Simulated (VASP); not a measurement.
# Co (P6_3/mmc) in VASP: notebook

Co is run at these levels: PBEsol; tasks: single point.

Everything below comes from runs of VASP 6.6.1. Logs are shortened: lines on timing, memory, paths and dates and some standing lists are left out, and cuts for length are marked.

**1. The cell of the first run**

Symmetry: P6_3/mmc, No. 194, hexagonal system. Conventional cell: a = 2.507 Å, b = 2.507 Å, c = 4.070 Å, α = 90.00°, β = 90.00°, γ = 120.00°. Co (site symmetry -6m2) has 12 Co at 2.50 to 2.51 Å within 3.3 Å.

**2. Single point, PBEsol, collinear spin, ferromagnetic start**

INCAR

```
  PREC = Accurate
  ENCUT = 520
  EDIFF = 1E-6
  ISMEAR = -1
  SIGMA = 0.02
  LREAL = F
  LASPH = T
  NELM = 150
  ALGO = Normal
  ISIF = 2
  LWAVE = F
  LCHARG = F
  ISPIN = 2
  MAGMOM = 3.2 3.2
  LORBIT = 11
  LMAXMIX = 4
  GGA = PS
  NBANDS = 20
```

KPOINTS

```
Automatic mesh
0
Gamma
  7 7 4
```

POSCAR

```
Co
1.0
    2.5074000000      0.0000000000      0.0000000000
   -1.2537000000      2.1714700000      0.0000000000
    0.0000000000      0.0000000000      4.0699000000
Co
2
Direct
    0.3333333333      0.6666666667      0.2500000000
    0.6666666667      0.3333333333      0.7500000000
```

Potentials or basis: VASP PAW PBE potentials, release 64 (Co).

Run with:

```sh
$ cat potpaw_PBE.64/Co/POTCAR > POTCAR
$ mpirun -np 1 vasp_std > vasp.out
```

OUTCAR:

```text
PREC = Accurate
   ENCUT = 520
   EDIFF = 1E-6
   ISMEAR = -1
   LREAL = F
   LASPH = T
   NELM = 150
   ISIF = 2
   ISPIN = 2
   LORBIT = 11
   GGA = PS

 ion  position               nearest neighbor table
   1  0.333  0.667  0.250-   2 2.50   2 2.50   2 2.50   2 2.50   2 2.50   2 2.50
   2  0.667  0.333  0.750-   1 2.50   1 2.50   1 2.50   1 2.50   1 2.50   1 2.50

  LATTYP: Found a hexagonal cell.
 ALAT       =     2.5074000000
 C/A-ratio  =     1.6231554598

  Lattice vectors:

 A1 = (   2.5074000000,   0.0000000000,   0.0000000000)
 A2 = (  -1.2537000000,   2.1714700000,   0.0000000000)
 A3 = (   0.0000000000,   0.0000000000,   4.0699000000)

Analysis of symmetry for initial positions (statically):
=====================================================================
 Subroutine PRICEL returns:
 Original cell was already a primitive cell.

 Routine SETGRP: Setting up the symmetry group for a
 hexagonal supercell.

 Subroutine GETGRP returns: Found 24 space group operations
 (whereof 12 operations were pure point group operations)
 out of a pool of 24 trial point group operations.

The static configuration has the point symmetry D_3d.
 The point group associated with its full space group is D_6h.

Analysis of symmetry for dynamics (positions and initial velocities):
=====================================================================
 Subroutine PRICEL returns:
 Original cell was already a primitive cell.

 Routine SETGRP: Setting up the symmetry group for a
 hexagonal supercell.

 Subroutine GETGRP returns: Found 24 space group operations
 (whereof 12 operations were pure point group operations)
 out of a pool of 24 trial point group operations.

The dynamic configuration has the point symmetry D_3d.
 The point group associated with its full space group is D_6h.

Analysis of structural, dynamic, and magnetic symmetry:
=====================================================================
 Subroutine PRICEL returns:
 Original cell was already a primitive cell.

 Routine SETGRP: Setting up the symmetry group for a
 hexagonal supercell.

 Subroutine GETGRP returns: Found 24 space group operations
 (whereof 12 operations were pure point group operations)
 out of a pool of 24 trial point group operations.

The overall configuration has the point symmetry D_3d.
 The point group associated with its full space group is D_6h.

 Subroutine INISYM returns: Found 24 space group operations
 (whereof 12 operations are pure point group operations),
 and found     1 'primitive' translations

----------------------------------------------------------------------------------------

                                     Primitive cell

  volume of cell :      22.1596

  direct lattice vectors                    reciprocal lattice vectors
     2.507400000  0.000000000  0.000000000     0.398819494  0.230258765  0.000000000
    -1.253700000  2.171470000  0.000000000     0.000000000  0.460517530  0.000000000
     0.000000000  0.000000000  4.069900000     0.000000000  0.000000000  0.245706283

  length of vectors
     2.507400000  2.507398184  4.069900000     0.460517196  0.460517530  0.245706283

  position of ions in fractional coordinates (direct lattice)
     0.333333333  0.666666667  0.250000000
     0.666666667  0.333333333  0.750000000

  ion indices of the primitive-cell ions
   primitive index   ion index
                 1           1
                 2           2

----------------------------------------------------------------------------------------

 KPOINTS: Automatic mesh

Automatic generation of k-mesh.
 Grid dimensions read from file:
 generate k-points for:    7    7    4

 Generating k-lattice:

  Cartesian coordinates                     Fractional coordinates (reciprocal lattice)
     0.056974213  0.032894109  0.000000000     0.142857143  0.000000000  0.000000000
     0.000000000  0.065788219  0.000000000     0.000000000  0.142857143  0.000000000
     0.000000000  0.000000000  0.061426571     0.000000000  0.000000000  0.250000000

  Length of vectors
     0.065788171  0.065788219  0.061426571

  Shift w.r.t. Gamma in fractional coordinates (k-lattice)
     0.000000000  0.000000000  0.000000000

 Subroutine IBZKPT returns following result:
 ===========================================

 Found     24 irreducible k-points:

 Following reciprocal coordinates:
            Coordinates               Weight
  0.000000  0.000000  0.000000      1.000000
  0.142857  0.000000  0.000000      6.000000
  0.285714  0.000000  0.000000      6.000000
  0.428571  0.000000  0.000000      6.000000
  0.142857  0.142857  0.000000      6.000000
  0.285714  0.142857  0.000000     12.000000
[... 16 lines left out ...]
  0.428571  0.142857  0.500000      6.000000
  0.285714  0.285714  0.500000      6.000000
   k-points           NKPTS =     24   k-points in BZ     NKDIM =     24   number of bands    NBANDS=     20
   number of dos      NEDOS =    301   number of ions     NIONS =      2
   total plane-waves  NPLWV =  12000
   dimension x,y,z NGX =    20 NGY =   20 NGZ =   30
   dimension x,y,z NGXF=    40 NGYF=   40 NGZF=   60
   ions per type =               2
   NGX,Y,Z   is equivalent  to a cutoff of  13.26, 13.26, 12.25 a.u.
   NGXF,Y,Z  is equivalent  to a cutoff of  26.52, 26.52, 24.51 a.u.
 SYSTEM =  unknown system
   PREC   = accura    normal or accurate (medium, high low for compatibility)
   ISTART =      0    job   : 0-new  1-cont  2-samecut
   ICHARG =      2    charge: 1-file 2-atom 10-const
   ISPIN  =      2    spin polarized calculation?
   LNONCOLLINEAR =      F non collinear calculations
   LSORBIT =      F    spin-orbit coupling
   LASPH  =      T    aspherical Exc in radial PAW
   ENCUT  =  520.0 eV  38.22 Ry    6.18 a.u.   4.66  4.66  7.57*2*pi/ulx,y,z
   NELM   =    150;   NELMIN=  2; NELMDL= -5     # of ELM steps
   EDIFF  = 0.1E-05   stopping-criterion for ELM
   LREAL  =      F    real-space projection
   EDIFFG = 0.1E-04   stopping-criterion for IOM
   NSW    =      0    number of steps for IOM
   IBRION =     -1    ionic relax: 0-MD 1-quasi-New 2-CG
   NFREE  =      0    steps in history (QN), initial steepest desc. (CG)
   ISIF   =      2    stress and relaxation
   ISYM   =      2    0-nonsym 1-usesym 2-fastsym
   POTIM  = 0.5000    time-step for ionic-motion
   TEBEG  =    0.0;   TEEND  =   0.0 temperature during run
   PSTRESS=    0.0 pullay stress
   NELECT =      18.0000    total number of electrons
   NUPDOWN=      -1.0000    fix difference up-down
   EMIN   =  10.00;   EMAX   =-10.00  energy-range for DOS
   EFERMI =   0.00;   METHOD = LEGACY
   ISMEAR =    -1;   SIGMA  =   0.02  broadening in eV -4-tet -1-fermi 0-gaus
   EFERMI_NEDOS =   21; number of points for ismear=-14 and -15
   IALGO  =     38    algorithm
   IMIX   =      4    mixing-type and parameters
     AMIX     =   0.40;   BMIX     =  1.00
     AMIX_MAG =   1.60;   BMIX_MAG =  1.00
  volume/ion in A,a.u.               =      11.08        74.77
  Fermi-wavevector in a.u.,A,eV,Ry     =   1.527491  2.886539 31.745496  2.333228
  Thomas-Fermi vector in A             =   2.635380
   LORBIT       =     11    0 simple, 1 ext, 2 COOP (PROOUT), +10 PAW based schemes
   GGA     = PS    functional components
   LHFCALC =     F    Hartree Fock is set to
   AEXX    =    0.0000 exact exchange contribution
   IVDW    =     0    specifies the selected vdW correction
   LEPSILON=     F    determine dielectric tensor
   LRPA    =     F    only Hartree local field effects (RPA)
 spin polarized calculation
  energy-cutoff  :      520.00
  volume of cell :       22.16
 maximum number of plane-waves:       606
 NGX is ok and might be reduce to    20
   NGX =  9   NGY =  9   NGZ = 15

 number of electron      18.0000003 magnetization       3.2361069

 Free energy of the ion-electron system (eV)
  ---------------------------------------------------
  ext. energy  EPLUGINS =         0.00000000
  ---------------------------------------------------
  free energy    TOTEN  =       -15.36785113 eV

  energy without entropy =      -15.36498926  energy(sigma->0) =      -15.36642019

 E-fermi :   9.7794     XC(G=0): -13.4558

 val. band max:        9.7744644833   @ k =   0.4286   0.0000   0.5000
 cond. band min:       9.8019951928   @ k =   0.4286   0.0000   0.2500
 fundamental gap:      0.0275307096
 Fermi energy:         9.7794014989

 spin component 1

 k-point     1 :       0.0000    0.0000    0.0000
  band No.  band energies     occupation
      1       0.9166      1.00000
      2       4.7176      1.00000
      3       7.1924      1.00000
      4       7.2234      1.00000
      5       7.2234      1.00000
      6       7.5220      1.00000
[... 12 lines left out ...]
     19      35.3057      0.00000
     20      35.3057      0.00000
[... 507 lines left out ...]
 k-point    24 :       0.2857    0.2857    0.5000
  band No.  band energies     occupation
      1       5.6962      1.00000
      2       5.6962      1.00000
      3       6.3984      1.00000
      4       6.3984      1.00000
      5       6.8861      1.00000
      6       6.8861      1.00000
[... 12 lines left out ...]
     19      34.6475      0.00000
     20      34.6475      0.00000
 Fermi energy:         9.7794014989

 spin component 2

 k-point     1 :       0.0000    0.0000    0.0000
  band No.  band energies     occupation
      1       0.9942      1.00000
      2       5.6897      1.00000
      3       8.8207      1.00000
      4       8.8433      1.00000
      5       8.8433      1.00000
      6       9.1923      1.00000
[... 12 lines left out ...]
     19      35.6585      0.00000
     20      35.6585      0.00000
[... 507 lines left out ...]
 k-point    24 :       0.2857    0.2857    0.5000
  band No.  band energies     occupation
      1       6.8304      1.00000
      2       6.8304      1.00000
      3       7.7006      1.00000
      4       7.7006      1.00000
      5       8.1206      1.00000
      6       8.1206      1.00000
[... 12 lines left out ...]
     19      34.8769      0.00000
     20      34.8769      0.00000

------------------------ aborting loop because EDIFF is reached ----------------------------------------

  FORCE on cell =-STRESS in cart. coord.  units (eV):
  Direction    XX          YY          ZZ          XY          YZ          ZX
  --------------------------------------------------------------------------------------
  -------------------------------------------------------------------------------------
  Total       -1.9122375     -1.9122338     -2.2090263     -0.0000000     -0.0000000     -0.0000000
  in kB     -138.2583041   -138.2580370   -159.7166785     -0.0000000     -0.0000000     -0.0000000
  external PRESSURE =    -145.4110065 kB  Pullay stress =       0.0000000 kB

 VOLUME and BASIS-vectors are now :
 -----------------------------------------------------------------------------
  energy-cutoff  :      520.00
  volume of cell :       22.16
      direct lattice vectors                 reciprocal lattice vectors
     2.507400000  0.000000000  0.000000000     0.398819494  0.230258765  0.000000000
    -1.253700000  2.171470000  0.000000000     0.000000000  0.460517530  0.000000000
     0.000000000  0.000000000  4.069900000     0.000000000  0.000000000  0.245706283

 POSITION                                       TOTAL-FORCE (eV/Angst)
 -----------------------------------------------------------------------------------
     -0.00000      1.44765      1.01747        -0.000000     -0.000000      0.000000
      1.25370      0.72382      3.05242         0.000000      0.000000      0.000000
 -----------------------------------------------------------------------------------
    total drift:                               -0.000000      0.000000     -0.000000

  FREE ENERGIE OF THE ION-ELECTRON SYSTEM (eV)
  ---------------------------------------------------
  free  energy   TOTEN  =       -15.3678511314 eV

  energy  without entropy=      -15.3649892554  energy(sigma->0) =      -15.36642019

 total charge

# of ion       s       p       d       tot
------------------------------------------
    1        0.480   0.507   7.243   8.230
    2        0.480   0.507   7.243   8.230
--------------------------------------------------
tot          0.960   1.013  14.486  16.460

 magnetization (x)

# of ion       s       p       d       tot
------------------------------------------
    1       -0.013  -0.041   1.687   1.632
    2       -0.013  -0.041   1.687   1.632
--------------------------------------------------
tot         -0.027  -0.082   3.373   3.265
```

Run time: 24 s. Hardware: 1 thread of Intel Xeon Platinum 8259CL at 2.50GHz (Skylake/Cascade Lake), shared host; peak memory 0.14 GiB.

Results:

- Free energy: -15.3679 eV
- Pressure: -14.5 GPa
- Net moment: 3.24 μB per cell
- Site moments: Co +1.63 μB
- Valence electrons inside the program's atomic spheres: Co 8.23

Caveat: the k points lie up to 0.41 Å⁻¹ apart; the PAW data sets were made with another functional, which shifts forces and pressure a little.

**3. Single point, PBEsol, collinear spin, ferromagnetic start**

INCAR

```
SYSTEM = Co
PREC = Accurate
ENCUT = 520
EDIFF = 1E-7
ISMEAR = -1
SIGMA = 0.02
LREAL = .FALSE.
LASPH = .TRUE.
NELM = 150
ALGO = Normal
ISIF = 2
LWAVE = .FALSE.
LCHARG = .TRUE.
ISPIN = 2
MAGMOM = 3.2 3.2
LORBIT = 11
LMAXMIX = 4
GGA = PS
LELF = .TRUE.
LVHAR = .TRUE.
NBANDS = 20
```

KPOINTS

```
Automatic mesh
0
G
  9 9 5
  0 0 0
```

POSCAR is that of step 2.

Potentials or basis: VASP PAW PBE potentials, release 64 (Co).

Run with:

```sh
$ cat potpaw_PBE.64/Co/POTCAR > POTCAR
$ mpirun -np 1 vasp_std > vasp.out
```

OUTCAR:

```text
SYSTEM = Co
   PREC = Accurate
   ENCUT = 520
   EDIFF = 1E-7
   ISMEAR = -1
   LREAL = .FALSE.
   LASPH = .TRUE.
   NELM = 150
   ISIF = 2
   ISPIN = 2
   LORBIT = 11
   GGA = PS

 ion  position               nearest neighbor table
   1  0.333  0.667  0.250-   2 2.50   2 2.50   2 2.50   2 2.50   2 2.50   2 2.50
   2  0.667  0.333  0.750-   1 2.50   1 2.50   1 2.50   1 2.50   1 2.50   1 2.50

  LATTYP: Found a hexagonal cell.
 ALAT       =     2.5074000000
 C/A-ratio  =     1.6231554598

  Lattice vectors:

 A1 = (   2.5074000000,   0.0000000000,   0.0000000000)
 A2 = (  -1.2537000000,   2.1714700000,   0.0000000000)
 A3 = (   0.0000000000,   0.0000000000,   4.0699000000)

Analysis of symmetry for initial positions (statically):
=====================================================================
 Subroutine PRICEL returns:
 Original cell was already a primitive cell.

 Routine SETGRP: Setting up the symmetry group for a
 hexagonal supercell.

 Subroutine GETGRP returns: Found 24 space group operations
 (whereof 12 operations were pure point group operations)
[... 745 lines left out ...]

 k-point     1 :       0.0000    0.0000    0.0000
  band No.  band energies     occupation
      1       0.9690      1.00000
      2       5.6567      1.00000
      3       8.7869      1.00000
      4       8.8269      1.00000
      5       8.8270      1.00000
      6       9.1762      1.00000
[... 541 lines left out ...]
     19      28.1271      0.00000
     20      40.3282      0.00000

 [... further k-points ...]
[... 5 lines left out ...]
  --------------------------------------------------------------------------------------
  -------------------------------------------------------------------------------------
  Total       -2.1211087     -2.1211046     -2.1317049      0.0000000     -0.0000000      0.0000000
  in kB     -153.3600721   -153.3597759   -154.1261987      0.0000000     -0.0000000      0.0000000
  external PRESSURE =    -153.6153489 kB  Pullay stress =       0.0000000 kB

 VOLUME and BASIS-vectors are now :
 -----------------------------------------------------------------------------
  energy-cutoff  :      520.00
  volume of cell :       22.16
      direct lattice vectors                 reciprocal lattice vectors
     2.507400000  0.000000000  0.000000000     0.398819494  0.230258765  0.000000000
    -1.253700000  2.171470000  0.000000000     0.000000000  0.460517530  0.000000000
     0.000000000  0.000000000  4.069900000     0.000000000  0.000000000  0.245706283

 POSITION                                       TOTAL-FORCE (eV/Angst)
 -----------------------------------------------------------------------------------
     -0.00000      1.44765      1.01747         0.000000     -0.000000      0.000000
      1.25370      0.72382      3.05242        -0.000000      0.000000      0.000000
 -----------------------------------------------------------------------------------
    total drift:                               -0.000000      0.000000     -0.000000

  FREE ENERGIE OF THE ION-ELECTRON SYSTEM (eV)
  ---------------------------------------------------
  free  energy   TOTEN  =       -15.3955542836 eV

  energy  without entropy=      -15.3920238459  energy(sigma->0) =      -15.39378906

 total charge

# of ion       s       p       d       tot
------------------------------------------
    1        0.478   0.504   7.249   8.231
    2        0.478   0.504   7.249   8.231
--------------------------------------------------
tot          0.956   1.009  14.498  16.463

 magnetization (x)

# of ion       s       p       d       tot
------------------------------------------
    1       -0.016  -0.056   1.647   1.574
    2       -0.016  -0.056   1.647   1.574
--------------------------------------------------
tot         -0.033  -0.113   3.293   3.148
```

It took 35 s on 1 thread of Intel Xeon Platinum 8259CL at 2.50GHz (Skylake/Cascade Lake), shared host; peak memory 0.15 GiB.

What came out:

```
Free energy                                           : -15.3956 eV
Pressure                                              : -15.4 GPa
Net moment                                            : 3.10 μB per cell
Site moments                                          : Co +1.57 μB
Valence electrons inside the program's atomic spheres : Co 8.23
```

Stress tensor (GPa, compression positive):
```
-15.34   0.00   0.00
  0.00 -15.34   0.00
  0.00   0.00 -15.41
```

Caveat: the PAW data sets were made with another functional, which shifts forces and pressure a little.
